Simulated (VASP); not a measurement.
# TiO2 (Pbcn) in VASP: settings compared

Aim: see how the results for TiO2 move with the level of theory and the settings. Levels: PBE+U, PBE. Tasks: single point.

Program: VASP 6.6.1. These are calculated values, not measurements. Logs are shortened: lines on timing, memory, paths and dates and some standing lists are left out, and cuts for length are marked.

### Step 1. The cell of the first run

Symmetry: Pbcn, No. 60, orthorhombic system. The conventional cell has a = 4.545 Å, b = 5.520 Å, c = 4.909 Å, α = 90.00°, β = 90.00°, γ = 90.00°. Ti (site symmetry 2) has 6 O at 1.88 to 2.09 Å within 2.5 Å. O (site symmetry 1) has 3 Ti at 1.88 to 2.09 Å and 12 O at 2.58 to 2.97 Å within 3.0 Å.

### Step 2. Single point, PBE+U

Input file INCAR:

```
SYSTEM = TiO2
PREC = Accurate
ENCUT = 520
EDIFF = 1E-6
ISMEAR = -1
SIGMA = 0.05
LREAL = .FALSE.
LASPH = .TRUE.
NELM = 150
ALGO = Normal
ISIF = 2
LWAVE = .FALSE.
LCHARG = .FALSE.
LMAXMIX = 4
LDAU = .TRUE.
LDAUTYPE = 2
LDAUL = 2 -1
LDAUU = 2 0
LDAUJ = 0 0
LDAUPRINT = 1
GGA = PE
NBANDS = 60
```

Input file KPOINTS:

```
regular mesh
0
G
  6 5 6
  0 0 0
```

Input file POSCAR:

```
TiO2
1.0
    4.5453495500      0.0000000000      0.0000000000
    0.0000000000      5.5196194400      0.0000000000
    0.0000000000      0.0000000000      4.9091968600
Ti O
4 8
Direct
    0.0000000000      0.1729909300      0.7500000000
    0.5000000000      0.3270090700      0.2500000000
    0.0000000000      0.8270090700      0.2500000000
    0.5000000000      0.6729909300      0.7500000000
    0.2714506200      0.3817246400      0.9186490800
    0.7714506200      0.1182753600      0.0813509200
    0.2285493800      0.1182753600      0.4186490800
    0.7285493800      0.3817246400      0.5813509200
    0.2714506200      0.6182753600      0.4186490800
    0.7714506200      0.8817246400      0.5813509200
    0.2285493800      0.8817246400      0.9186490800
    0.7285493800      0.6182753600      0.0813509200
```

Potentials or basis: VASP PAW PBE potentials, release 64 (Ti_sv, O).

Run with:

```
> cat potpaw_PBE.64/Ti_sv/POTCAR potpaw_PBE.64/O/POTCAR > POTCAR
> mpirun -np 1 vasp_std > vasp.out
```

OUTCAR:

```text
SYSTEM = TiO2
   PREC = Accurate
   ENCUT = 520
   EDIFF = 1E-6
   ISMEAR = -1
   LREAL = .FALSE.
   LASPH = .TRUE.
   NELM = 150
   ISIF = 2
   GGA = PE

 ion  position               nearest neighbor table
   1  0.000  0.173  0.750-   5 1.88   8 1.88   7 1.95   6 1.95  10 2.09  11 2.09
   2  0.500  0.327  0.250-   6 1.88   7 1.88   5 1.95   8 1.95   9 2.09  12 2.09
   3  0.000  0.827  0.250-   9 1.88  12 1.88  11 1.95  10 1.95   6 2.09   7 2.09
   4  0.500  0.673  0.750-  10 1.88  11 1.88   9 1.95  12 1.95   5 2.09   8 2.09
   5  0.271  0.382  0.919-   1 1.88   2 1.95   4 2.09
   6  0.771  0.118  0.081-   2 1.88   1 1.95   3 2.09
   7  0.229  0.118  0.419-   2 1.88   1 1.95   3 2.09
   8  0.729  0.382  0.581-   1 1.88   2 1.95   4 2.09
   9  0.271  0.618  0.419-   3 1.88   4 1.95   2 2.09
  10  0.771  0.882  0.581-   4 1.88   3 1.95   1 2.09
  11  0.229  0.882  0.919-   4 1.88   3 1.95   1 2.09
  12  0.729  0.618  0.081-   3 1.88   4 1.95   2 2.09

  LATTYP: Found a simple orthorhombic cell.
 ALAT       =     4.5453495500
 B/A-ratio  =     1.0800482572
 C/A-ratio  =     1.2143443269

  Lattice vectors:

 A1 = (  -4.5453495500,   0.0000000000,   0.0000000000)
 A2 = (   0.0000000000,   0.0000000000,   4.9091968600)
 A3 = (   0.0000000000,   5.5196194400,   0.0000000000)

Analysis of symmetry for initial positions (statically):
=====================================================================
 Subroutine PRICEL returns:
 Original cell was already a primitive cell.

 Routine SETGRP: Setting up the symmetry group for a
 simple orthorhombic supercell.

 Subroutine GETGRP returns: Found  8 space group operations
 (whereof  2 operations were pure point group operations)
 out of a pool of  8 trial point group operations.

The static configuration has the point symmetry S_2 .
 The point group associated with its full space group is D_2h.

Analysis of symmetry for dynamics (positions and initial velocities):
=====================================================================
 Subroutine PRICEL returns:
 Original cell was already a primitive cell.

 Routine SETGRP: Setting up the symmetry group for a
 simple orthorhombic supercell.

 Subroutine GETGRP returns: Found  8 space group operations
 (whereof  2 operations were pure point group operations)
 out of a pool of  8 trial point group operations.

The dynamic configuration has the point symmetry S_2 .
 The point group associated with its full space group is D_2h.

 Subroutine INISYM returns: Found  8 space group operations
 (whereof  2 operations are pure point group operations),
 and found     1 'primitive' translations

----------------------------------------------------------------------------------------

                                     Primitive cell

  volume of cell :     123.1649

  direct lattice vectors                    reciprocal lattice vectors
     4.545349550  0.000000000  0.000000000     0.220005082  0.000000000  0.000000000
     0.000000000  5.519619440  0.000000000     0.000000000  0.181171911  0.000000000
     0.000000000  0.000000000  4.909196860     0.000000000  0.000000000  0.203699307

  length of vectors
     4.545349550  5.519619440  4.909196860     0.220005082  0.181171911  0.203699307

  position of ions in fractional coordinates (direct lattice)
     0.000000000  0.172990930  0.750000000
     0.500000000  0.327009070  0.250000000
     0.000000000  0.827009070  0.250000000
     0.500000000  0.672990930  0.750000000
     0.271450620  0.381724640  0.918649080
     0.771450620  0.118275360  0.081350920
[... 76 lines left out ...]
   number of dos      NEDOS =    301   number of ions     NIONS =     12
   total plane-waves  NPLWV =  60480
   dimension x,y,z NGX =    36 NGY =   42 NGZ =   40
   dimension x,y,z NGXF=    72 NGYF=   84 NGZF=   80
   ions per type =               4   8
   NGX,Y,Z   is equivalent  to a cutoff of  13.17, 12.65, 13.55 a.u.
   NGXF,Y,Z  is equivalent  to a cutoff of  26.33, 25.30, 27.09 a.u.
 SYSTEM =  TiO2
   PREC   = accura    normal or accurate (medium, high low for compatibility)
   ISTART =      0    job   : 0-new  1-cont  2-samecut
   ICHARG =      2    charge: 1-file 2-atom 10-const
   ISPIN  =      1    spin polarized calculation?
   LNONCOLLINEAR =      F non collinear calculations
   LSORBIT =      F    spin-orbit coupling
   LASPH  =      T    aspherical Exc in radial PAW
   ENCUT  =  520.0 eV  38.22 Ry    6.18 a.u.   8.45 10.26  9.13*2*pi/ulx,y,z
   NELM   =    150;   NELMIN=  2; NELMDL= -5     # of ELM steps
   EDIFF  = 0.1E-05   stopping-criterion for ELM
   LREAL  =      F    real-space projection
   EDIFFG = 0.1E-04   stopping-criterion for IOM
   NSW    =      0    number of steps for IOM
   IBRION =     -1    ionic relax: 0-MD 1-quasi-New 2-CG
   NFREE  =      0    steps in history (QN), initial steepest desc. (CG)
   ISIF   =      2    stress and relaxation
   ISYM   =      2    0-nonsym 1-usesym 2-fastsym
   POTIM  = 0.5000    time-step for ionic-motion
   TEBEG  =    0.0;   TEEND  =   0.0 temperature during run
   PSTRESS=    0.0 pullay stress
   NELECT =      96.0000    total number of electrons
   NUPDOWN=      -1.0000    fix difference up-down
   EMIN   =  10.00;   EMAX   =-10.00  energy-range for DOS
   EFERMI =   0.00;   METHOD = LEGACY
   ISMEAR =    -1;   SIGMA  =   0.05  broadening in eV -4-tet -1-fermi 0-gaus
   EFERMI_NEDOS =   21; number of points for ismear=-14 and -15
   IALGO  =     38    algorithm
   IMIX   =      4    mixing-type and parameters
     AMIX     =   0.40;   BMIX     =  1.00
     AMIX_MAG =   1.60;   BMIX_MAG =  1.00
  volume/ion in A,a.u.               =      10.26        69.26
  Fermi-wavevector in a.u.,A,eV,Ry     =   1.506617  2.847094 30.883806  2.269896
  Thomas-Fermi vector in A             =   2.617311
   LORBIT       =      0    0 simple, 1 ext, 2 COOP (PROOUT), +10 PAW based schemes
 LDA+U is selected, type is set to LDAUTYPE =  2
   angular momentum for each species LDAUL =     2   -1
   U (eV)           for each species LDAUU =   2.0  0.0
   J (eV)           for each species LDAUJ =   0.0  0.0
   GGA     = PE    functional components
   LHFCALC =     F    Hartree Fock is set to
   AEXX    =    0.0000 exact exchange contribution
   IVDW    =     0    specifies the selected vdW correction
   LEPSILON=     F    determine dielectric tensor
   LRPA    =     F    only Hartree local field effects (RPA)
 non-spin polarized calculation
  energy-cutoff  :      520.00
  volume of cell :      123.16
 maximum number of plane-waves:      3342
 NGX is ok and might be reduce to    36
   NGX = 17   NGY = 21   NGZ = 19

atom =   1  type =  1  l = 2

 onsite density matrix

spin component  1
[... 116 lines left out ...]
  o =  0.1019  v =  0.5641  0.8257  0.0000 -0.0000 -0.0000  0.0000  0.0000  0.0000  0.0000  0.0000      0.0000  0.0000  0.0000  0.0000  0.0000  0.0000  0.0000  0.0000  0.0000  0.0000
  o =  0.1019  v =  0.0000  0.0000  0.0000  0.0000  0.0000  0.5641  0.8257  0.0000 -0.0000 -0.0000      0.0000  0.0000  0.0000  0.0000  0.0000  0.0000  0.0000  0.0000  0.0000  0.0000
  o =  0.1072  v =  0.0000  0.0000 -0.8245  0.5473 -0.1437  0.0000  0.0000  0.0000  0.0000  0.0000      0.0000  0.0000  0.0000  0.0000  0.0000  0.0000  0.0000  0.0000  0.0000  0.0000
  o =  0.1072  v =  0.0000  0.0000  0.0000  0.0000  0.0000  0.0000  0.0000 -0.8245  0.5473 -0.1437      0.0000  0.0000  0.0000  0.0000  0.0000  0.0000  0.0000  0.0000  0.0000  0.0000
  o =  0.1258  v =  0.0000  0.0000 -0.2195 -0.0754  0.9727  0.0000  0.0000  0.0000  0.0000  0.0000      0.0000  0.0000  0.0000  0.0000  0.0000  0.0000  0.0000  0.0000  0.0000  0.0000
  o =  0.1258  v =  0.0000  0.0000  0.0000  0.0000  0.0000  0.0000  0.0000 -0.2195 -0.0754  0.9727      0.0000  0.0000  0.0000  0.0000  0.0000  0.0000  0.0000  0.0000  0.0000  0.0000
  o =  0.2510  v = -0.8257  0.5641  0.0000 -0.0000 -0.0000  0.0000  0.0000  0.0000  0.0000  0.0000      0.0000  0.0000  0.0000  0.0000  0.0000  0.0000  0.0000  0.0000  0.0000  0.0000
  o =  0.2510  v =  0.0000  0.0000  0.0000  0.0000  0.0000 -0.8257  0.5641  0.0000 -0.0000 -0.0000      0.0000  0.0000  0.0000  0.0000  0.0000  0.0000  0.0000  0.0000  0.0000  0.0000
  o =  0.2614  v =  0.0000  0.0000  0.5215  0.8335  0.1823  0.0000  0.0000  0.0000  0.0000  0.0000      0.0000  0.0000  0.0000  0.0000  0.0000  0.0000  0.0000  0.0000  0.0000  0.0000
  o =  0.2614  v =  0.0000  0.0000  0.0000  0.0000  0.0000  0.0000  0.0000  0.5215  0.8335  0.1823      0.0000  0.0000  0.0000  0.0000  0.0000  0.0000  0.0000  0.0000  0.0000  0.0000

 number of electron      96.0000013 magnetization

 Free energy of the ion-electron system (eV)
  ---------------------------------------------------
  ext. energy  EPLUGINS =         0.00000000
  ---------------------------------------------------
  free energy    TOTEN  =      -101.82685903 eV

  energy without entropy =     -101.82685903  energy(sigma->0) =     -101.82685903

 E-fermi :   5.9779     XC(G=0): -11.5293

 val. band max:        4.7844129178   @ k =   0.0000   0.0000   0.0000
 cond. band min:       7.6070063457   @ k =   0.0000   0.0000   0.5000
 fundamental gap:      2.8225934279
 Fermi energy:         5.9779145409

 k-point     1 :       0.0000    0.0000    0.0000
  band No.  band energies     occupation
      1     -52.1754      2.00000
      2     -52.1542      2.00000
      3     -52.1463      2.00000
      4     -52.1409      2.00000
      5     -28.5773      2.00000
      6     -28.5068      2.00000
[... 1501 lines left out ...]
     59       9.0484      0.00000
     60       9.0484      0.00000

 [... further k-points ...]
[... 5 lines left out ...]
  --------------------------------------------------------------------------------------
  -------------------------------------------------------------------------------------
  Total        6.9064644      6.0983627      7.0605793      0.0000000      0.0000000      0.0000000
  in kB       89.8420158     79.3299100     91.8468032      0.0000000      0.0000000      0.0000000
  external PRESSURE =      87.0062430 kB  Pullay stress =       0.0000000 kB

 VOLUME and BASIS-vectors are now :
 -----------------------------------------------------------------------------
  energy-cutoff  :      520.00
  volume of cell :      123.16
      direct lattice vectors                 reciprocal lattice vectors
     4.545349550  0.000000000  0.000000000     0.220005082  0.000000000  0.000000000
     0.000000000  5.519619440  0.000000000     0.000000000  0.181171911  0.000000000
     0.000000000  0.000000000  4.909196860     0.000000000  0.000000000  0.203699307

 POSITION                                       TOTAL-FORCE (eV/Angst)
 -----------------------------------------------------------------------------------
      0.00000      0.95484      3.68190         0.000000     -0.218138      0.000000
      2.27267      1.80497      1.22730        -0.000000      0.218138      0.000000
      0.00000      4.56478      1.22730         0.000000      0.218138      0.000000
      2.27267      3.71465      3.68190         0.000000     -0.218138      0.000000
      1.23384      2.10697      4.50983         0.030145      0.179324      0.007138
      3.50651      0.65283      0.39937         0.030145     -0.179324     -0.007138
      1.03884      0.65283      2.05523        -0.030145     -0.179324      0.007138
      3.31151      2.10697      2.85397        -0.030145      0.179324     -0.007138
      1.23384      3.41264      2.05523         0.030145     -0.179324      0.007138
      3.50651      4.86678      2.85397         0.030145      0.179324     -0.007138
      1.03884      4.86678      4.50983        -0.030145      0.179324      0.007138
      3.31151      3.41264      0.39937        -0.030145     -0.179324     -0.007138
 -----------------------------------------------------------------------------------
    total drift:                                0.000000      0.000000      0.000000

  FREE ENERGIE OF THE ION-ELECTRON SYSTEM (eV)
  ---------------------------------------------------
  free  energy   TOTEN  =      -101.8268590273 eV

  energy  without entropy=     -101.8268590273  energy(sigma->0) =     -101.82685903
```

It took 5.6 min on 1 thread of Intel Xeon Platinum 8488C (Sapphire Rapids), shared host; peak memory 0.39 GiB.

What came out:

* Free energy: -101.8269 eV
* Pressure: 8.7 GPa
* Largest force: 0.218 eV/Å
* Band gap on the k mesh: 2.82 eV (least direct gap 2.89 eV)

Forces in eV/Å, atoms in the order of the input:
```
Ti   0.000 -0.218  0.000
Ti   0.000  0.218  0.000
Ti   0.000  0.218  0.000
Ti   0.000 -0.218  0.000
O    0.030  0.179  0.007
O    0.030 -0.179 -0.007
O   -0.030 -0.179  0.007
O   -0.030  0.179 -0.007
O    0.030 -0.179  0.007
O    0.030  0.179 -0.007
O   -0.030  0.179  0.007
O   -0.030 -0.179 -0.007
```

Stress tensor (GPa, compression positive):
```
8.98 0.00 0.00
0.00 7.93 0.00
0.00 0.00 9.18
```

Levels at points of the mesh, in eV from the valence-band top:
| k point | band 45 | band 46 | band 47 | band 48 | band 49 | band 50 | band 51 | band 52 |
| --- | --- | --- | --- | --- | --- | --- | --- | --- |
| (0.00, 0.00, 0.00) | -0.52 | -0.43 | -0.03 | 0.00 | 2.89 | 2.91 | 3.02 | 3.04 |
| (0.50, 0.00, 0.00) | -0.47 | -0.47 | -0.25 | -0.25 | 3.31 | 3.31 | 3.48 | 3.48 |
| (0.00, 0.00, 0.50) | -0.42 | -0.42 | -0.31 | -0.31 | 2.82 | 2.82 | 3.28 | 3.28 |
| (0.50, 0.00, 0.50) | -0.50 | -0.50 | -0.50 | -0.50 | 3.19 | 3.19 | 3.19 | 3.19 |

Eigenvalues of the final occupation matrices:
| site | spin | trace | eigenvalues |
| --- | --- | --- | --- |
| site 1 d | 1 | 0.85 | 0.10 0.11 0.13 0.25 0.26 |
| site 1 d | 2 | 0.85 | 0.10 0.11 0.13 0.25 0.26 |
| site 2 d | 1 | 0.85 | 0.10 0.11 0.13 0.25 0.26 |
| site 2 d | 2 | 0.85 | 0.10 0.11 0.13 0.25 0.26 |
| site 3 d | 1 | 0.85 | 0.10 0.11 0.13 0.25 0.26 |
| site 3 d | 2 | 0.85 | 0.10 0.11 0.13 0.25 0.26 |
| site 4 d | 1 | 0.85 | 0.10 0.11 0.13 0.25 0.26 |
| site 4 d | 2 | 0.85 | 0.10 0.11 0.13 0.25 0.26 |

Caveat: the cell stands under pressure; an odd mesh through Γ misses points on the zone boundary, where band edges can lie.

(Continued in part 2 of 2.)
